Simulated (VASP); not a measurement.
LuTiF3, 5 atoms in the cell. Symmetry: Pm-3m, No. 221, cubic system. Conventional cell: a = 4.147 Å, b = 4.147 Å, c = 4.147 Å, α = 90.00°, β = 90.00°, γ = 90.00°. Within 3.9 Å of Lu (site symmetry m-3m) lie 12 F at 2.93 Å and 8 Ti at 3.59 Å. Within 2.7 Å of Ti (site symmetry m-3m) lie 6 F at 2.07 Å. F (site symmetry 4/mmm) has 2 Ti at 2.07 Å within 2.7 Å. 

| Item | Value |
| --- | --- |
| Program | VASP 6.6.1 |
| Task | relaxation of cell and atoms |
| Functional | PBE |
| Potentials or basis | VASP PAW PBE potentials, release 64 (Lu, Ti_sv, F) |
| Cutoff | 600 eV |
| k mesh | 4 × 4 × 4 |
| Occupations | gaussian, width 0.1 eV |
| Spin | collinear spin, ferromagnetic start |
| Starting moments | [0.0, 1.0, 0.0, 0.0, 0.0] μB |
| Dipole correction | no |
| Further INCAR settings | ALGO = Normal; EDIFF = 1e-06; IBRION = 2; EDIFFG = -0.04; NSW = 90; ISIF = 3 |

Potentials or basis: VASP PAW PBE potentials, release 64 (Lu, Ti_sv, F).

Launch:

```sh
$ cat potpaw_PBE.64/Lu/POTCAR potpaw_PBE.64/Ti_sv/POTCAR potpaw_PBE.64/F/POTCAR > POTCAR
$ mpirun -np 1 vasp_std > vasp.out
```

Hardware: 1 thread of AMD EPYC 7R13, on a shared host.

Estimate the wall time of this run.

Wall time 4.9 min on 1 thread of AMD EPYC 7R13 (shared host), peak memory 0.25 GiB. Counts: scf iterations 33, k points 10, ion steps 2.
